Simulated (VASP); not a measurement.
Here is a VASP 6.6.1 calculation.

File INCAR:

```
SYSTEM = Bi
PREC = Accurate
ENCUT = 500
EDIFF = 1E-7
ISMEAR = -1
SIGMA = 0.1
LREAL = .FALSE.
LASPH = .TRUE.
NELM = 120
ALGO = Normal
ISIF = 3
LWAVE = .FALSE.
LCHARG = .FALSE.
GGA = B5
ALDAX = 1.0
AGGAX = 1.0
AGGAC = 1.0
ALDAC = 0.0
IBRION = 2
NSW = 80
EDIFFG = -0.01
GGA_COMPAT = .FALSE.
NELMIN = 4
```

KPOINTS

```
Automatic mesh
0
G
  10 10 3
  0 0 0
```

Contents of POSCAR:

```
Bi
1.0
    3.5579831475      0.0000000000      0.0000000000
   -1.7789915738      3.0813037920      0.0000000000
    0.0000000000      0.0000000000     11.6203729598
Bi
4
Direct
    0.0000000000      0.0000000000      0.0000000000
    0.0000000000      0.0000000000      0.5000000000
    0.3333333333      0.6666666667      0.2500000000
    0.6666666667      0.3333333333      0.7500000000
```

Potentials or basis: VASP PAW PBE potentials, release 64 (Bi_d).

Command:

```sh
$ cat potpaw_PBE.64/Bi_d/POTCAR > POTCAR
$ mpirun -np 1 vasp_std > vasp.out
```

Task: What does it give for the relaxed volume?

Result: 34.49 Å³/atom.

Task: What does it give for the space group after relaxing (to 0.1 Å)?

Result: P6_3/mmc (No. 194).

The path:
| step | energy change (eV) | largest force (eV/Å) | pressure (GPa) | volume (Å³) |
| --- | --- | --- | --- | --- |
| 1 | 0.0000 | 0.0000 | 3.87 | 127.40 |
| 2 | -0.1059 | 0.0000 | -1.18 | 142.09 |
| 3 | -0.1206 | 0.0000 | -0.05 | 137.94 |
| 4 | -0.1206 | 0.0000 | -0.12 | 138.15 |
| 5 | -0.1247 | 0.0000 | -0.09 | 138.10 |
| 6 | -0.1280 | 0.0000 | 0.00 | 137.97 |

Caveat: the PAW data sets were made with another functional, which shifts forces and pressure a little.
